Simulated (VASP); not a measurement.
# K2Ir (fluorite type) (Fm-3m) in VASP: further runs, part 2 of 2

VASP 6.6.1. Earlier steps stand in the parts before.

### Step 5. Relaxation of cell and atoms, PBEsol

Input file INCAR:

```
PREC = Accurate
ENCUT = 600
EDIFF = 1E-6
ISMEAR = -1
SIGMA = 0.05
LREAL = False
LASPH = True
NELM = 100
ALGO = Normal
ISIF = 3
LWAVE = False
LCHARG = False
GGA = PS
IBRION = 2
NSW = 40
EDIFFG = -0.005
```

Input file KPOINTS:

```
Automatic mesh
0
Gamma
  8 8 8
```

Input file POSCAR:

```
K2Ir
1.0
    0.0000000000      3.7916110522      3.7916110522
    3.7916110522      0.0000000000      3.7916110522
    3.7916110522      3.7916110522      0.0000000000
Ir K
1 2
Direct
    0.0000000000      0.0000000000      0.0000000000
    0.2500000000      0.2500000000      0.2500000000
    0.7500000000      0.7500000000      0.7500000000
```

Potentials or basis: VASP PAW PBE potentials, release 64 (Ir, K_sv).

Command:

```
$ cat potpaw_PBE.64/Ir/POTCAR potpaw_PBE.64/K_sv/POTCAR > POTCAR
$ mpirun -np 1 vasp_std > vasp.out
```

OUTCAR:

```text
PREC = Accurate
   ENCUT = 600
   EDIFF = 1E-6
   ISMEAR = -1
   LREAL = False
   LASPH = True
   NELM = 100
   ISIF = 3
   GGA = PS
   IBRION = 2
   NSW = 40
   EDIFFG = -0.005

 ion  position               nearest neighbor table
   1  0.000  0.000  0.000-   3 3.28   3 3.28   3 3.28   2 3.28   3 3.28   2 3.28   2 3.28   2 3.28

   2  0.250  0.250  0.250-   1 3.28   1 3.28   1 3.28   1 3.28   3 3.79   3 3.79   3 3.79   3 3.79
                             3 3.79   3 3.79
   3  0.750  0.750  0.750-   1 3.28   1 3.28   1 3.28   1 3.28   2 3.79   2 3.79   2 3.79   2 3.79
                             2 3.79   2 3.79

  LATTYP: Found a face centered cubic cell.
 ALAT       =     7.5832221044

  Lattice vectors:

 A1 = (   0.0000000000,   3.7916110522,   3.7916110522)
 A2 = (   3.7916110522,   0.0000000000,   3.7916110522)
 A3 = (   3.7916110522,   3.7916110522,   0.0000000000)

Analysis of symmetry for initial positions (statically):
=====================================================================
 Subroutine PRICEL returns:
 Original cell was already a primitive cell.

 Routine SETGRP: Setting up the symmetry group for a
 face centered cubic supercell.

 Subroutine GETGRP returns: Found 48 space group operations
 (whereof 48 operations were pure point group operations)
 out of a pool of 48 trial point group operations.

The static configuration has the point symmetry O_h .

Analysis of symmetry for dynamics (positions and initial velocities):
=====================================================================
 Subroutine PRICEL returns:
 Original cell was already a primitive cell.

 Routine SETGRP: Setting up the symmetry group for a
 face centered cubic supercell.

 Subroutine GETGRP returns: Found 48 space group operations
 (whereof 48 operations were pure point group operations)
 out of a pool of 48 trial point group operations.

The dynamic configuration has the point symmetry O_h .

 Subroutine INISYM returns: Found 48 space group operations
 (whereof 48 operations are pure point group operations),
 and found     1 'primitive' translations

----------------------------------------------------------------------------------------

                                     Primitive cell

  volume of cell :     109.0188

  direct lattice vectors                    reciprocal lattice vectors
     0.000000000  3.791611052  3.791611052    -0.131870066  0.131870066  0.131870066
     3.791611052  0.000000000  3.791611052     0.131870066 -0.131870066  0.131870066
     3.791611052  3.791611052  0.000000000     0.131870066  0.131870066 -0.131870066

  length of vectors
     5.362147773  5.362147773  5.362147773     0.228405654  0.228405654  0.228405654

  position of ions in fractional coordinates (direct lattice)
     0.000000000  0.000000000  0.000000000
     0.250000000  0.250000000  0.250000000
     0.750000000  0.750000000  0.750000000

  ion indices of the primitive-cell ions
   primitive index   ion index
                 1           1
                 2           2
                 3           3

----------------------------------------------------------------------------------------

 KPOINTS: Automatic mesh

Automatic generation of k-mesh.
[... 49 lines left out ...]
   number of dos      NEDOS =    301   number of ions     NIONS =      3
   total plane-waves  NPLWV = 110592
   dimension x,y,z NGX =    48 NGY =   48 NGZ =   48
   dimension x,y,z NGXF=    96 NGYF=   96 NGZF=   96
   ions per type =               1   2
   NGX,Y,Z   is equivalent  to a cutoff of  14.88, 14.88, 14.88 a.u.
   NGXF,Y,Z  is equivalent  to a cutoff of  29.76, 29.76, 29.76 a.u.
 SYSTEM =  unknown system
   PREC   = accura    normal or accurate (medium, high low for compatibility)
   ISTART =      0    job   : 0-new  1-cont  2-samecut
   ICHARG =      2    charge: 1-file 2-atom 10-const
   ISPIN  =      1    spin polarized calculation?
   LNONCOLLINEAR =      F non collinear calculations
   LSORBIT =      F    spin-orbit coupling
   LASPH  =      T    aspherical Exc in radial PAW
   ENCUT  =  600.0 eV  44.10 Ry    6.64 a.u.  10.71 10.71 10.71*2*pi/ulx,y,z
   NELM   =    100;   NELMIN=  2; NELMDL= -5     # of ELM steps
   EDIFF  = 0.1E-05   stopping-criterion for ELM
   LREAL  =      F    real-space projection
   EDIFFG = -.5E-02   stopping-criterion for IOM
   NSW    =     40    number of steps for IOM
   IBRION =      2    ionic relax: 0-MD 1-quasi-New 2-CG
   NFREE  =      1    steps in history (QN), initial steepest desc. (CG)
   ISIF   =      3    stress and relaxation
   ISYM   =      2    0-nonsym 1-usesym 2-fastsym
   POTIM  = 0.5000    time-step for ionic-motion
   TEBEG  =    0.0;   TEEND  =   0.0 temperature during run
   PSTRESS=    0.0 pullay stress
   NELECT =      27.0000    total number of electrons
   NUPDOWN=      -1.0000    fix difference up-down
   EMIN   =  10.00;   EMAX   =-10.00  energy-range for DOS
   EFERMI =   0.00;   METHOD = LEGACY
   ISMEAR =    -1;   SIGMA  =   0.05  broadening in eV -4-tet -1-fermi 0-gaus
   EFERMI_NEDOS =   21; number of points for ismear=-14 and -15
   IALGO  =     38    algorithm
   IMIX   =      4    mixing-type and parameters
     AMIX     =   0.40;   BMIX     =  1.00
     AMIX_MAG =   1.60;   BMIX_MAG =  1.00
  volume/ion in A,a.u.               =      36.34       245.23
  Fermi-wavevector in a.u.,A,eV,Ry     =   1.028085  1.942799 14.380794  1.056959
  Thomas-Fermi vector in A             =   2.162063
   LORBIT       =      0    0 simple, 1 ext, 2 COOP (PROOUT), +10 PAW based schemes
   GGA     = PS    functional components
   LHFCALC =     F    Hartree Fock is set to
   AEXX    =    0.0000 exact exchange contribution
   IVDW    =     0    specifies the selected vdW correction
   LEPSILON=     F    determine dielectric tensor
   LRPA    =     F    only Hartree local field effects (RPA)
 conjugate gradient relaxation of ions
 non-spin polarized calculation
  energy-cutoff  :      600.00
  volume of cell :      109.02
 maximum number of plane-waves:      3695
 NGX is ok and might be reduce to    48
   NGX = 21   NGY = 21   NGZ = 21

--------------------------------------- Ionic step        1  -------------------------------------------

 number of electron      27.0000001 magnetization

 Free energy of the ion-electron system (eV)
  ---------------------------------------------------
  ext. energy  EPLUGINS =         0.00000000
  ---------------------------------------------------
  free energy    TOTEN  =        -8.43729607 eV

  energy without entropy =       -8.30661202  energy(sigma->0) =       -8.37195405

------------------------ aborting loop because EDIFF is reached ----------------------------------------

  FORCE on cell =-STRESS in cart. coord.  units (eV):
  Direction    XX          YY          ZZ          XY          YZ          ZX
  --------------------------------------------------------------------------------------
  -------------------------------------------------------------------------------------
  Total        0.0295154      0.0295154      0.0295154      0.0000000      0.0000000     -0.0000000
  in kB        0.4337683      0.4337683      0.4337683      0.0000000      0.0000000     -0.0000000
  external PRESSURE =       0.4337683 kB  Pullay stress =       0.0000000 kB
[... 98 lines left out ...]
--------------------------------------- Ionic step        4  -------------------------------------------

 number of electron      27.0000001 magnetization

 Free energy of the ion-electron system (eV)
  ---------------------------------------------------
  ext. energy  EPLUGINS =         0.00000000
  ---------------------------------------------------
  free energy    TOTEN  =        -8.43733845 eV

  energy without entropy =       -8.30652130  energy(sigma->0) =       -8.37192988

 E-fermi :   0.2385     XC(G=0):  -7.8119

 val. band max:        0.2352694255   @ k =   0.5000   0.3750   0.0000
 cond. band min:       0.2620886388   @ k =   0.5000   0.5000   0.0000
 fundamental gap:      0.0268192134
 Fermi energy:         0.2385132698

 k-point     1 :       0.0000    0.0000    0.0000
  band No.  band energies     occupation
      1     -29.6160      2.00000
      2     -29.5509      2.00000
      3     -13.2941      2.00000
      4     -13.2941      2.00000
      5     -13.2941      2.00000
      6     -13.0727      2.00000
[... 457 lines left out ...]
      4     -13.3048      2.00000
      5     -13.1944      2.00000
      6     -13.1899      2.00000
[... 9 lines left out ...]
     16       3.1205      0.00000
     17       3.8527      0.00000

 [... further k-points ...]

------------------------ aborting loop because EDIFF is reached ----------------------------------------

  FORCE on cell =-STRESS in cart. coord.  units (eV):
  Direction    XX          YY          ZZ          XY          YZ          ZX
  --------------------------------------------------------------------------------------
  -------------------------------------------------------------------------------------
  Total       -0.0098970     -0.0098970     -0.0098970     -0.0000000     -0.0000000     -0.0000000
  in kB       -0.1448766     -0.1448766     -0.1448766     -0.0000000     -0.0000000     -0.0000000
  external PRESSURE =      -0.1448766 kB  Pullay stress =       0.0000000 kB
[... 18 lines left out ...]
  FREE ENERGIE OF THE ION-ELECTRON SYSTEM (eV)
  ---------------------------------------------------
  free  energy   TOTEN  =        -8.4373384548 eV

  energy  without entropy=       -8.3065212989  energy(sigma->0) =       -8.37192988

 reached required accuracy - stopping structural energy minimisation
```

OSZICAR:

```text
N       E                     dE             d eps       ncg     rms          rms(c)
DAV:   1     0.232721168579E+03    0.23272E+03   -0.12742E+04   986   0.151E+03
DAV:   2     0.117592040972E+02   -0.22096E+03   -0.21557E+03  1082   0.418E+02
DAV:   3    -0.714812883347E+01   -0.18907E+02   -0.18745E+02  1397   0.103E+02
[... 31 lines left out ...]
DAV:   3    -0.843735086943E+01    0.12467E-03   -0.59322E-04  1369   0.160E-01    0.458E-02
DAV:   4    -0.843732853508E+01    0.22334E-04   -0.11980E-04  1657   0.753E-02    0.392E-02
DAV:   5    -0.843733587025E+01   -0.73352E-05   -0.10744E-05  1444   0.185E-02    0.105E-02
DAV:   6    -0.843733809345E+01   -0.22232E-05   -0.98149E-06  1760   0.173E-02    0.219E-03
DAV:   7    -0.843733845477E+01   -0.36132E-06   -0.55956E-07   621   0.382E-03
   4 F= -.84373385E+01 E0= -.83719299E+01  d E =-.423814E-04
```

Run time: 2.9 min. Hardware: 1 thread of AMD EPYC 9R45 (Zen 5), shared host; peak memory 0.34 GiB.

Results:

| Property | Result |
| --- | --- |
| Free energy | -8.4373 eV |
| Relaxed volume | 36.48 Å³/atom |
| Relaxed cell | a = 5.369 Å, b = 5.369 Å, c = 5.369 Å, α = 60.00°, β = 60.00°, γ = 60.00° |
| Space group after relaxing (to 0.1 Å) | Fm-3m (No. 225) |
| Energy gained by relaxing | 0.0 meV/atom |
| Ionic steps | 4 |
| Pressure after relaxing | 0.0 GPa |
| Band gap on the k mesh | zero (an odd number of electrons rules out a gap without spin polarisation) |

Final structure:
```
Ir K
1.0
     0.00000    3.79661    3.79661
     3.79661    0.00000    3.79661
     3.79661    3.79661    0.00000
Ir K
1 2
Direct
  0.00000 0.00000 0.00000
  0.25000 0.25000 0.25000
  0.75000 0.75000 0.75000
```

Caveat: the PAW data sets were made with another functional, which shifts forces and pressure a little; spin-orbit coupling is left out, which moves the levels of the heavy elements.

The gap in the log of VASP goes by the Fermi energy; the results here count the filled bands.